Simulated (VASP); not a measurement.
Runs of VASP 6.6.1 on W. The structure is that of space group Im-3m (No. 229), or close to it. The cells are those of the table. 

```csv
cell,further INCAR settings,gap on the mesh (eV),pressure (GPa)
"a = 2.744, b = 2.790 Å, angles 109.5, 108.8, 109.5°, 1 atom",ALGO = Fast; EDIFF = 1e-06; NBANDS = 13,none,-10.9
"a = 2.698, b = 2.836 Å, angles 109.5, 107.4, 109.5°, 1 atom",ALGO = Fast; EDIFF = 1e-06; NBANDS = 13,none,-9.6
"a = 2.687, b = 2.848 Å, angles 109.5, 107.0, 109.5°, 1 atom",ALGO = Fast; EDIFF = 1e-07; NBANDS = 13,none,-9.0
"a = 2.813, b = 2.721 Å, angles 109.5, 110.8, 109.5°, 1 atom",ALGO = Fast; EDIFF = 1e-06; NBANDS = 13,none,-10.4
"a = 2.755, b = 2.778 Å, angles 109.5, 109.1, 109.5°, 1 atom",ALGO = Fast; EDIFF = 1e-06; NBANDS = 13,none,-10.9
"a = 2.709, b = 2.825 Å, angles 109.5, 107.7, 109.5°, 1 atom",ALGO = Fast; EDIFF = 1e-06; NBANDS = 13,none,(a)
```

Alike in all rows: task single point; level PBEsol; potentials or basis VASP PAW PBE potentials, release 64 (W_sv); no spin polarisation; k mesh 20 × 20 × 20; cutoff (eV) 520; smearing gaussian 0.15 eV.

Task: Fill in the values left out.

Result: (a) -10.0.

Caveats: the PAW data sets were made with another functional, which shifts forces and pressure a little; spin-orbit coupling is left out, which moves the levels of the heavy elements.

A k mesh can miss the band edges, and the runs leave out spin-orbit coupling on W.

A gap of «none» marks levels without a gap at the run's occupations.
